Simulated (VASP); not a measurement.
A run of VASP 6.6.1:

File INCAR:

```
SYSTEM = SiC
PREC = Accurate
ENCUT = 520
EDIFF = 1E-6
ISMEAR = -1
SIGMA = 0.1
LREAL = .False.
LASPH = .True.
NELM = 80
ALGO = Normal
ISIF = 2
LWAVE = .False.
LCHARG = .True.
GGA = PE
LELF = .True.
LVHAR = .True.
NBANDS = 16
```

The input KPOINTS:

```
Automatic mesh
0
Gamma
  12 12 7
  0 0 0
```

Contents of POSCAR:

```
SiC
1.0
    3.0077037020      0.0000000000      0.0000000000
   -1.5038518510      2.6047478130      0.0000000000
    0.0000000000      0.0000000000      4.9323050590
Si C
2 2
Direct
    0.3333333333      0.6666666667      0.0001010801
    0.6666666667      0.3333333333      0.5001010801
    0.3333333333      0.6666666667      0.3758989199
    0.6666666667      0.3333333333      0.8758989199
```

Potentials or basis: VASP PAW PBE potentials, release 64 (Si, C).

Command:

```console
$ cat potpaw_PBE.64/Si/POTCAR potpaw_PBE.64/C/POTCAR > POTCAR
$ mpirun -np 1 vasp_std > vasp.out
```

Hardware: 1 thread of Intel(R) Xeon(R) 6975P-C (Granite Rapids), on a shared host.

**Question.** How long does it take, and how much memory?

**Answer.** Wall time 16 s on 1 thread of Intel(R) Xeon(R) 6975P-C (Granite Rapids) (shared host), peak memory 0.17 GiB. Counts: scf iterations 12, k points 76.
